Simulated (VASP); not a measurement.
Wanted: the native input for a VASP 6.6.1 run.

* Task: single point
* Functional: PBEsol
* Potentials or basis: VASP PAW PBE potentials, release 64 (Au)
* Cutoff: 500 eV
* k mesh: 20 × 20 × 20
* Occupations: fermi-dirac, width 0.15 eV
* Spin: no spin polarisation
* Dipole correction: no
* Further INCAR settings: ALGO = Normal; EDIFF = 1e-06; NBANDS = 12

The structure of Au lies in POSCAR:

```
Au
1.0
    0.0000000000      2.0140798738      2.0140798738
    2.0140798738      0.0000000000      2.0140798738
    2.0140798738      2.0140798738      0.0000000000
Au
1
Direct
    0.0000000000      0.0000000000      0.0000000000
```

The input as run:

INCAR

```
PREC = Accurate ; ENCUT = 500
EDIFF = 1E-6 ; ISMEAR = -1
SIGMA = 0.15 ; LREAL = False
LASPH = True ; NELM = 120
ALGO = Normal ; ISIF = 2
LWAVE = False ; LCHARG = False
GGA = PS ; NBANDS = 12
GGA_COMPAT = False
```

KPOINTS

```
Automatic mesh
0
Gamma
  20 20 20
```

Potentials or basis: VASP PAW PBE potentials, release 64 (Au).

The run is started by

```console
$ cat potpaw_PBE.64/Au/POTCAR > POTCAR
$ mpirun -np 1 vasp_std > vasp.out
```

Results of the run:

* Pressure: 7.7 GPa
* Band gap on the k mesh: zero (an odd number of electrons rules out a gap without spin polarisation)

Caveat: the cell stands under pressure; the PAW data sets were made with another functional, which shifts forces and pressure a little; spin-orbit coupling is left out, which moves the levels of the heavy elements.

Run time: 41 s on 1 thread of Intel Xeon 8259CL (shared host), peak memory 0.18 GiB.
